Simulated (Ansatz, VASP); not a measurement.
## SnSe in VASP and in Ansatz

File INCAR:

```
SYSTEM = SnSe
  PREC = Accurate
  ENCUT = 520
  EDIFF = 1E-6
  ISMEAR = -1
  SIGMA = 0.08
  LREAL = .False.
  LASPH = .True.
  NELM = 100
  ALGO = Normal
  ISIF = 2
  LWAVE = .False.
  LCHARG = .True.
  GGA = CA
  LELF = .True.
  LVHAR = .True.
  NBANDS = 17
```

Contents of KPOINTS:

```
Automatic mesh
0
Gamma
  11 11 11
  0 0 0
```

Contents of POSCAR:

```
SnSe
1.0
    0.0000000000      3.1522385283      3.1522385283
    3.1522385283      0.0000000000      3.1522385283
    3.1522385283      3.1522385283      0.0000000000
Sn Se
1 1
Direct
    0.0000000000      0.0000000000      0.0000000000
    0.2500000000      0.2500000000      0.2500000000
```

Input for Ansatz:

```yaml
crystal:
  lattice:
    - [0.0, 3.1522385283, 3.1522385283]
    - [3.1522385283, 0.0, 3.1522385283]
    - [3.1522385283, 3.1522385283, 0.0]
  atoms:
    - { symbol: Sn, position: [0.0, 0.0, 0.0] }
    - { symbol: Se, position: [0.25, 0.25, 0.25] }
kpoints:
  mp_grid: { grid: [11, 11, 11] }
scf:
  occupations: { method: fermi_dirac, width: 0.08 }
hamiltonian:
  xc: lda
  pseudopotentials: { kind: all_electron, lapw: { basis_error: 0.001 } }
output:
  forces: true
  stress: true
  eigenvalues: true
  populations: true
```

Change from the starting cell: volume scaled by 0.88, LAPW.

Alike in both runs: task single point; functional LDA; k mesh 11 × 11 × 11; occupations fermi-dirac, width 0.08 eV; no spin polarisation.

|  | VASP | Ansatz |
| --- | --- | --- |
| version | VASP 6.6.1 | Ansatz 0.2.0 |
| potentials or method | VASP PAW LDA potentials, release 64 (Sn_d, Se), cutoff 520 eV | all-electron LAPW, scalar-relativistic |

```csv
,VASP,Ansatz,Ansatz less VASP
pressure (GPa),5.5,5.5,-0.08
```

LDA's correlation is that of Perdew and Zunger in VASP and of Perdew and Wang (1992) in Ansatz. Ansatz ran all-electron here, and VASP with PAW potentials.
